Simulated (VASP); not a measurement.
Wanted: the native input for a VASP 6.6.1 run.

- Task: single point
- Functional: BLYP
- Dispersion: D3(BJ)
- Potentials or basis: VASP PAW PBE potentials, release 64 (Cl, O)
- Cutoff: 520 eV
- k mesh: 9 × 9 × 9
- Occupations: gaussian, width 0.1 eV
- Spin: no spin polarisation
- Dipole correction: no
- Further INCAR settings: ALGO = Normal; EDIFF = 1e-07; NBANDS = 14

The structure of ClO lies in POSCAR:

```
ClO
1.0
    2.9913897844      0.0000000000      0.0000000000
    0.0000000000      2.9913897844      0.0000000000
    0.0000000000      0.0000000000      2.9913897844
Cl O
1 1
Direct
    0.0000000000      0.0000000000      0.0000000000
    0.5000000000      0.5000000000      0.5000000000
```

These files were run (other wordings do the same):

INCAR

```
AGGAC = 1.0
AGGAX = 1.0
ALDAC = 0.0
ALDAX = 1.0
ALGO = Normal
EDIFF = 1E-7
ENCUT = 520
GGA = B5
ISIF = 2
ISMEAR = 0
IVDW = 12
LASPH = True
LCHARG = False
LREAL = False
LWAVE = False
NBANDS = 14
NELM = 60
PREC = Accurate
SIGMA = 0.1
VDW_A1 = 0.4298
VDW_A2 = 4.2359
VDW_S6 = 1.0
VDW_S8 = 2.6996
```

KPOINTS

```
k-points
0
Gamma
  9 9 9
```

Potentials or basis: VASP PAW PBE potentials, release 64 (Cl, O).

Launch:

```console
$ cat potpaw_PBE.64/Cl/POTCAR potpaw_PBE.64/O/POTCAR > POTCAR
$ mpirun -np 1 vasp_std > vasp.out
```

Results of the run:

| Item | Value |
| --- | --- |
| Pressure | -0.3 GPa |
| Dispersion energy per atom | -0.357 eV |

Caveat: the PAW data sets were made with another functional, which shifts forces and pressure a little; an odd number of electrons without spin polarisation forces a metal; a magnetic or distorted state may lie lower; pairwise dispersion overbinds metals, which lowers pressure and volume.

It took 14 s on 1 thread of Intel(R) Xeon(R) Platinum 8259CL CPU @ 2.50GHz (Skylake/Cascade Lake) (shared host), peak memory 0.14 GiB.
